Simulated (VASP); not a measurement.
Crystal: AsPdCl5.

```
As Pd Cl
1.0
     4.71640    0.00000    0.00000
     0.00000    4.71640    0.00000
     0.00000    0.00000    8.35001
As Pd Cl
1 1 5
Direct
  0.50000 0.50000 0.00000
  0.00000 0.00000 0.50000
  0.00000 0.50000 0.29635
  0.00000 0.50000 0.70365
  0.50000 0.00000 0.29635
  0.50000 0.00000 0.70365
  0.00000 0.00000 0.00000
```

- Program: VASP 6.6.1
- Task: relaxation of cell and atoms
- Functional: PBEsol
- Potentials or basis: VASP PAW PBE potentials, release 64 (As, Pd, Cl)
- Cutoff: 600 eV
- k mesh: 4 × 4 × 4
- Occupations: fermi-dirac, width 0.03 eV
- Spin: no spin polarisation

At the start: pressure -10.1 GPa; volume 26.53 Å³/atom.

Q: Where does the relaxation end?

A: Over 19 steps the energy falls by 373.4 meV/atom and the volume is 18.82 Å³/atom (-29.1 %); space group P4/mmm (No. 123, to 0.05 Å).

Step by step:
| step | energy change (eV) | largest force (eV/Å) | pressure (GPa) | volume (Å³) |
| --- | --- | --- | --- | --- |
| 1 | 0.0000 | 0.2553 | -10.11 | 185.74 |
| 2 | -2.1981 | 0.0475 | -4.51 | 144.27 |
| 3 | -2.3664 | 0.2304 | -0.36 | 134.35 |
| 4 | -2.3676 | 0.2521 | 0.16 | 133.40 |
| 5 | -2.4081 | 0.2964 | 0.13 | 133.10 |
| 6 | -2.5010 | 0.4138 | 0.30 | 132.02 |
| 7 | -2.4537 | 0.6150 | 1.97 | 129.03 |
| 8 | -2.5214 | 0.5105 | 0.76 | 130.96 |
| 9 | -2.5533 | 0.4155 | 0.30 | 131.55 |
| 10 | -2.5998 | 0.1436 | -0.79 | 133.28 |
| 11 | -2.6003 | 0.1104 | -0.88 | 133.48 |
| 12 | -2.6109 | 0.0405 | -0.14 | 132.01 |
| 13 | -2.6121 | 0.0086 | 0.20 | 131.36 |
| 14 | -2.6133 | 0.0094 | 0.04 | 131.64 |
| 15 | -2.6135 | 0.0236 | -0.08 | 131.87 |
| 16 | -2.6137 | 0.0232 | -0.02 | 131.74 |
| 17 | -2.6138 | 0.0222 | 0.06 | 131.59 |
| 18 | -2.6139 | 0.0128 | 0.02 | 131.67 |
| 19 | -2.6140 | 0.0026 | -0.03 | 131.76 |

Final structure:
```yaml
crystal:
  lattice:
    - [4.43826, 0.00000, 0.00000]
    - [0.00000, 4.43826, 0.00000]
    - [0.00000, 0.00000, 6.68877]
  atoms:
    - { symbol: As, position: [0.50000, 0.50000, 0.00000] }
    - { symbol: Pd, position: [0.00000, 0.00000, 0.50000] }
    - { symbol: Cl, position: [0.00000, 0.50000, 0.27294] }
    - { symbol: Cl, position: [0.00000, 0.50000, 0.72706] }
    - { symbol: Cl, position: [0.50000, 0.00000, 0.27294] }
    - { symbol: Cl, position: [0.50000, 0.00000, 0.72706] }
    - { symbol: Cl, position: [0.00000, 0.00000, 0.00000] }
```

Caveat: the volume moved by over 15 % at a fixed basis, so the end points are rough; the PAW data sets were made with another functional, which shifts forces and pressure a little.
